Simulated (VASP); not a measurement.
# GeN (Cmcm) in VASP: single point with PBE

Aim: the single point of GeN with PBE.

Everything below comes from runs of VASP 6.6.1. Logs are shortened: lines on timing, memory, paths and dates and some standing lists are left out, and cuts for length are marked.

## Step 1: The cell of the first run

It takes space group Cmcm (No. 63, orthorhombic). The conventional cell has a = 3.045 Å, b = 10.262 Å, c = 2.996 Å, α = 90.00°, β = 90.00°, γ = 90.00°. Ge (site symmetry m2m) has 5 N at 2.04 to 2.15 Å within 2.7 Å. Within 2.8 Å of N (site symmetry m2m) lie 5 Ge at 2.04 to 2.15 Å and 4 N at 2.77 Å.

## Step 2: Single point, PBE

File INCAR:

```
SYSTEM = GeN
ALGO = Fast
EDIFF = 1E-6
ENCUT = 520
GGA = PE
ISIF = 2
ISMEAR = 0
LASPH = .True.
LCHARG = .True.
LELF = .True.
LREAL = .False.
LVHAR = .True.
LWAVE = .False.
NBANDS = 27
NELM = 80
PREC = Accurate
SIGMA = 0.1
```

File KPOINTS:

```
k-points
0
Gamma
  16 16 16
  0 0 0
```

File POSCAR:

```
GeN
1.0
    1.5225292498     -5.1309314631      0.0000000000
    1.5225292498      5.1309314631      0.0000000000
    0.0000000000      0.0000000000      2.9961058757
Ge N
2 2
Direct
    0.6372062900      0.3627937100      0.7500000000
    0.3627937100      0.6372062900      0.2500000000
    0.8360978094      0.1639021906      0.7500000000
    0.1639021906      0.8360978094      0.2500000000
```

Potentials or basis: VASP PAW PBE potentials, release 64 (Ge_d, N).

Run with:

```console
cat potpaw_PBE.64/Ge_d/POTCAR potpaw_PBE.64/N/POTCAR > POTCAR
mpirun -np 1 vasp_std > vasp.out
```

OUTCAR:

```text
SYSTEM = GeN
   EDIFF = 1E-6
   ENCUT = 520
   GGA = PE
   ISIF = 2
   ISMEAR = 0
   LASPH = .True.
   LREAL = .False.
   NELM = 80
   PREC = Accurate

 ion  position               nearest neighbor table
   1  0.637  0.363  0.750-   3 2.04   4 2.15   4 2.15   4 2.15   4 2.15
   2  0.363  0.637  0.250-   4 2.04   3 2.15   3 2.15   3 2.15   3 2.15
   3  0.836  0.164  0.750-   1 2.04   2 2.15   2 2.15   2 2.15   2 2.15
   4  0.164  0.836  0.250-   2 2.04   1 2.15   1 2.15   1 2.15   1 2.15

  LATTYP: Found a base centered orthorhombic cell.
 ALAT       =     3.0450584996
 B/A-ratio  =     3.3700051830
 C/A-ratio  =     0.9839239135

  Lattice vectors:

 A1 = (   1.5225292498,  -5.1309314631,   0.0000000000)
 A2 = (   1.5225292498,   5.1309314631,   0.0000000000)
 A3 = (   0.0000000000,   0.0000000000,   2.9961058757)

Analysis of symmetry for initial positions (statically):
=====================================================================
 Subroutine PRICEL returns:
 Original cell was already a primitive cell.

 Routine SETGRP: Setting up the symmetry group for a
 base centered orthorhombic supercell.

 Subroutine GETGRP returns: Found  8 space group operations
 (whereof  4 operations were pure point group operations)
 out of a pool of  8 trial point group operations.

The static configuration has the point symmetry C_2h.
 The point group associated with its full space group is D_2h.

Analysis of symmetry for dynamics (positions and initial velocities):
=====================================================================
 Subroutine PRICEL returns:
 Original cell was already a primitive cell.

 Routine SETGRP: Setting up the symmetry group for a
 base centered orthorhombic supercell.

 Subroutine GETGRP returns: Found  8 space group operations
 (whereof  4 operations were pure point group operations)
 out of a pool of  8 trial point group operations.

The dynamic configuration has the point symmetry C_2h.
 The point group associated with its full space group is D_2h.

 Subroutine INISYM returns: Found  8 space group operations
 (whereof  4 operations are pure point group operations),
 and found     1 'primitive' translations

----------------------------------------------------------------------------------------
[... 88 lines left out ...]
   PREC   = accura    normal or accurate (medium, high low for compatibility)
   ISTART =      0    job   : 0-new  1-cont  2-samecut
   ICHARG =      2    charge: 1-file 2-atom 10-const
   ISPIN  =      1    spin polarized calculation?
   LNONCOLLINEAR =      F non collinear calculations
   LSORBIT =      F    spin-orbit coupling
   LASPH  =      T    aspherical Exc in radial PAW
   ENCUT  =  520.0 eV  38.22 Ry    6.18 a.u.   9.95  9.95  5.57*2*pi/ulx,y,z
   NELM   =     80;   NELMIN=  2; NELMDL= -5     # of ELM steps
   EDIFF  = 0.1E-05   stopping-criterion for ELM
   LREAL  =      F    real-space projection
   EDIFFG = 0.1E-04   stopping-criterion for IOM
   NSW    =      0    number of steps for IOM
   IBRION =     -1    ionic relax: 0-MD 1-quasi-New 2-CG
   NFREE  =      0    steps in history (QN), initial steepest desc. (CG)
   ISIF   =      2    stress and relaxation
   ISYM   =      2    0-nonsym 1-usesym 2-fastsym
   POTIM  = 0.5000    time-step for ionic-motion
   TEBEG  =    0.0;   TEEND  =   0.0 temperature during run
   PSTRESS=    0.0 pullay stress
   NELECT =      38.0000    total number of electrons
   NUPDOWN=      -1.0000    fix difference up-down
   EMIN   =  10.00;   EMAX   =-10.00  energy-range for DOS
   EFERMI =   0.00;   METHOD = LEGACY
   ISMEAR =     0;   SIGMA  =   0.10  broadening in eV -4-tet -1-fermi 0-gaus
   EFERMI_NEDOS =   21; number of points for ismear=-14 and -15
   IALGO  =     68    algorithm
   IMIX   =      4    mixing-type and parameters
     AMIX     =   0.40;   BMIX     =  1.00
     AMIX_MAG =   1.60;   BMIX_MAG =  1.00
  volume/ion in A,a.u.               =      11.70        78.97
  Fermi-wavevector in a.u.,A,eV,Ry     =   1.527166  2.885926 31.732014  2.332237
  Thomas-Fermi vector in A             =   2.635100
   LORBIT       =      0    0 simple, 1 ext, 2 COOP (PROOUT), +10 PAW based schemes
   GGA     = PE    functional components
   LHFCALC =     F    Hartree Fock is set to
   AEXX    =    0.0000 exact exchange contribution
   IVDW    =     0    specifies the selected vdW correction
   LEPSILON=     F    determine dielectric tensor
   LRPA    =     F    only Hartree local field effects (RPA)
 non-spin polarized calculation
 RMM-DIIS sequential band-by-band and
 Gauss-broadening in eV      SIGMA  =   0.10
  energy-cutoff  :      520.00
  volume of cell :       46.81
 maximum number of plane-waves:      1288
   NGX = 19   NGY = 19   NGZ = 11

 number of electron      38.0000002 magnetization

 Free energy of the ion-electron system (eV)
  ---------------------------------------------------
  ext. energy  EPLUGINS =         0.00000000
  ---------------------------------------------------
  free energy    TOTEN  =       -23.37177444 eV

  energy without entropy =      -23.36342906  energy(sigma->0) =      -23.36760175

 E-fermi :   7.3006     XC(G=0): -11.9468

 val. band max:        7.3001917334   @ k =   0.1875   0.0625   0.3750
 cond. band min:       7.3006167428   @ k =  -0.4375   0.3125   0.1875
 fundamental gap:      0.0004250095
 Fermi energy:         7.3006027949

 k-point     1 :       0.0000    0.0000    0.0000
  band No.  band energies     occupation
      1     -17.5073      2.00000
      2     -17.4923      2.00000
      3     -17.4807      2.00000
      4     -17.4259      2.00000
      5     -17.4046      2.00000
      6     -17.4023      2.00000
[... 709 lines left out ...]
     26      16.9596      0.00000
     27      17.8641      0.00000

 [... further k-points ...]
[... 5 lines left out ...]
  --------------------------------------------------------------------------------------
  -------------------------------------------------------------------------------------
  Total        0.0631064      0.0172649      0.0709318      0.0000000      0.0000000      0.0000000
  in kB        2.1599080      0.5909159      2.4277418      0.0000000      0.0000000      0.0000000
  external PRESSURE =       1.7261885 kB  Pullay stress =       0.0000000 kB

 VOLUME and BASIS-vectors are now :
 -----------------------------------------------------------------------------
  energy-cutoff  :      520.00
  volume of cell :       46.81
      direct lattice vectors                 reciprocal lattice vectors
     1.522529250 -5.130931463  0.000000000     0.328400916 -0.097448193  0.000000000
     1.522529250  5.130931463  0.000000000     0.328400916  0.097448193  0.000000000
     0.000000000  0.000000000  2.996105876     0.000000000  0.000000000  0.333766576

 POSITION                                       TOTAL-FORCE (eV/Angst)
 -----------------------------------------------------------------------------------
      1.52253     -1.40799      2.24708         0.000000      0.021014      0.000000
      1.52253      1.40799      0.74903         0.000000     -0.021014     -0.000000
      1.52253     -3.44899      2.24708         0.000000      0.002378     -0.000000
      1.52253      3.44899      0.74903         0.000000     -0.002378     -0.000000
 -----------------------------------------------------------------------------------
    total drift:                                0.000000     -0.000000      0.000000

  FREE ENERGIE OF THE ION-ELECTRON SYSTEM (eV)
  ---------------------------------------------------
  free  energy   TOTEN  =       -23.3717744442 eV

  energy  without entropy=      -23.3634290614  energy(sigma->0) =      -23.36760175
```

OSZICAR:

```text
N       E                     dE             d eps       ncg     rms          rms(c)
DAV:   1     0.317763282189E+03    0.31776E+03   -0.18882E+04 44805   0.385E+03
DAV:   2     0.247720122422E+02   -0.29299E+03   -0.28037E+03 36001   0.695E+02
DAV:   3    -0.239440290193E+02   -0.48716E+02   -0.47779E+02 40048   0.172E+02
DAV:   4    -0.261120961470E+02   -0.21681E+01   -0.21484E+01 43972   0.394E+01
DAV:   5    -0.261467641991E+02   -0.34668E-01   -0.34635E-01 40193   0.551E+00    0.995E+00
RMM:   6    -0.234557752058E+02    0.26910E+01   -0.56134E+00 46214   0.141E+01    0.359E+00
RMM:   7    -0.233830078725E+02    0.72767E-01   -0.33294E-01 47793   0.539E+00    0.209E+00
RMM:   8    -0.233764315600E+02    0.65763E-02   -0.55968E-02 48057   0.233E+00    0.433E-01
RMM:   9    -0.233715510035E+02    0.48806E-02   -0.20536E-02 49004   0.975E-01    0.113E-01
RMM:  10    -0.233716712883E+02   -0.12028E-03   -0.25374E-03 49729   0.486E-01    0.312E-02
RMM:  11    -0.233717605608E+02   -0.89272E-04   -0.63163E-04 49886   0.191E-01    0.146E-02
RMM:  12    -0.233717717817E+02   -0.11221E-04   -0.14471E-04 54705   0.105E-01    0.984E-03
RMM:  13    -0.233717742180E+02   -0.24363E-05   -0.27883E-05 45973   0.320E-02    0.342E-03
RMM:  14    -0.233717744442E+02   -0.22622E-06   -0.53224E-06 37974   0.159E-02
   1 F= -.23371774E+02 E0= -.23367602E+02  d E =-.834538E-02
```

stdout:

```text
POSCAR found type information on POSCAR GeN
 POSCAR found :  2 types and       4 ions
 scaLAPACK will be used
 LDA part: xc-table for (Slater+PW92), standard interpolation
 POSCAR, INCAR and KPOINTS ok, starting setup
 FFT: planning ... GRIDC
 FFT: planning ... GRID_SOFT
 FFT: planning ... GRID
 WAVECAR not read
 entering main loop
WARNING in EDDRMM: call to ZHEGV failed, returncode =   8  4     23
WARNING in EDDRMM: call to ZHEGV failed, returncode =   8  4     21
WARNING in EDDRMM: call to ZHEGV failed, returncode =   6  3     17
```

Run time: 28 min. Hardware: 1 thread of Oxide Virtual Turin-like, shared host; peak memory 0.69 GiB.

Results:

```yaml
Free_energy: -23.3718 eV
Pressure: 0.2 GPa
Largest_force: 0.021 eV/Å
Band_gap_on_the_k_mesh: zero (bands 19 and 20 overlap by 3.46 eV)
```

Forces on the atoms (eV/Å):
```
Ge   0.000  0.021  0.000
Ge   0.000 -0.021  0.000
N    0.000  0.002  0.000
N    0.000 -0.002  0.000
```
